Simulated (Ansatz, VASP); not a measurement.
One calculation of CuI, two programs

File POSCAR:

```
CuI
1.0
    0.0000000000      2.8561103470      2.8561103470
    2.8561103470      0.0000000000      2.8561103470
    2.8561103470      2.8561103470      0.0000000000
Cu I
1 1
Direct
    0.0000000000      0.0000000000      0.0000000000
    0.5000000000      0.5000000000      0.5000000000
```

Contents of INCAR.step1:

```
SYSTEM = CuI
ALGO = Normal ; EDIFF = 1E-4
ENCUT = 520 ; GGA = PE
ISMEAR = -1 ; LASPH = .TRUE.
LCHARG = .FALSE. ; LREAL = .FALSE.
LWAVE = .TRUE. ; NBANDS = 16
NELM = 100 ; PREC = Accurate
SIGMA = 0.02
```

The input INCAR.step2:

```
SYSTEM = CuI
ALGO = Normal ; EDIFF = 1E-6
ENCUT = 520 ; ISIF = 2
ISMEAR = -1 ; ISTART = 1
LASPH = .TRUE. ; LCHARG = .FALSE.
LMIXTAU = .TRUE. ; LREAL = .FALSE.
LWAVE = .FALSE. ; METAGGA = R2SCAN
NBANDS = 16 ; NELM = 100
PREC = Accurate ; SIGMA = 0.02
```

The input KPOINTS:

```
k-points
0
G
  8 8 8
  0 0 0
```

Input for Ansatz:

```yaml
crystal:
  lattice:
    - [0.0, 2.856110347, 2.856110347]
    - [2.856110347, 0.0, 2.856110347]
    - [2.856110347, 2.856110347, 0.0]
  atoms:
    - { symbol: Cu, position: [0.0, 0.0, 0.0] }
    - { symbol: I, position: [0.5, 0.5, 0.5] }
kpoints:
  mp_grid: { grid: [8, 8, 8] }
  band_path:
    path:
      - [0.0, 0.0, 0.0]
      - [0.5, 0.0, 0.5]
      - [0.625, 0.25, 0.625]
      - [0.375, 0.375, 0.75]
      - [0.5, 0.5, 0.5]
      - [0.5, 0.25, 0.75]
    npoints: 1
hamiltonian:
  xc: r2scan
scf:
  occupations: { method: fermi_dirac, width: 0.02 }
  n_extra_bands: 4
output:
  forces: true
  stress: true
  eigenvalues: true
```

Alike in both runs: task single point; functional r2SCAN; k mesh 8 × 8 × 8; occupations fermi-dirac, width 0.02 eV; no spin polarisation.

|  | VASP | Ansatz |
| --- | --- | --- |
| version | VASP 6.6.1 | Ansatz 0.2.0 |
| potentials or method | VASP PAW PBE potentials, release 64 (Cu, I) | plane waves, PAW |
| plane-wave cutoff (eV) | 520 | 500 |
| valence electrons in the cell | 18 | 36 |

|  | VASP | Ansatz | Ansatz less VASP |
| --- | --- | --- | --- |
| pressure (GPa) | -0.1 | 0.0 | +0.04 |

VASP's potentials were made for PBE, not for r2SCAN. With one functional, cell and mesh, what is left measures potentials, basis and numerics. VASP's potentials hold 18 valence electrons a cell and Ansatz's 36, so a difference there can come from the potentials and not from the codes.

Neither program's run includes spin-orbit coupling.
